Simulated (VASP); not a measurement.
Runs of VASP 6.6.1 on S. The structure is that of space group P6_3/mmc (No. 194), or close to it. The cells are those of the table. 

```tsv
task	cell	cutoff (eV)	gap on the mesh (eV)	pressure (GPa)	relaxed volume (Å³/atom)
relaxation of cell and atoms	relaxed from a = 3.814, b = 3.814, c = 9.792 Å, angles 90.0, 90.0, 120.0°, 4 atoms	600	none	0.0	22.88
single point	a = 4.031, b = 4.031, c = 9.890 Å, angles 90.0, 90.0, 120.0°, 4 atoms	520	none	-0.3	-
relaxation of cell and atoms	relaxed from a = 3.700, b = 3.700, c = 10.076 Å, angles 90.0, 90.0, 120.0°, 4 atoms	600	none	-0.1	35.24
single point	a = 3.222, b = 3.222, c = 10.117 Å, angles 90.0, 90.0, 120.0°, 4 atoms	520	none	(a)	-
```

Alike in all rows: level PBE; potentials or basis VASP PAW PBE potentials, release 64 (S); no spin polarisation; k mesh 6 × 6 × 2; smearing gaussian 0.1 eV.

Problem. Fill in the values left out.

Solution. (a) -0.5.

Caveats: some runs use coarse meshes; this functional lacks dispersion, which binds the layers, so the pressure and a relaxed spacing across them are unreliable; the volume moved by over 15 % at a fixed basis, so the end points are rough (some runs).

A gap of «none» marks levels without a gap at the run's occupations.
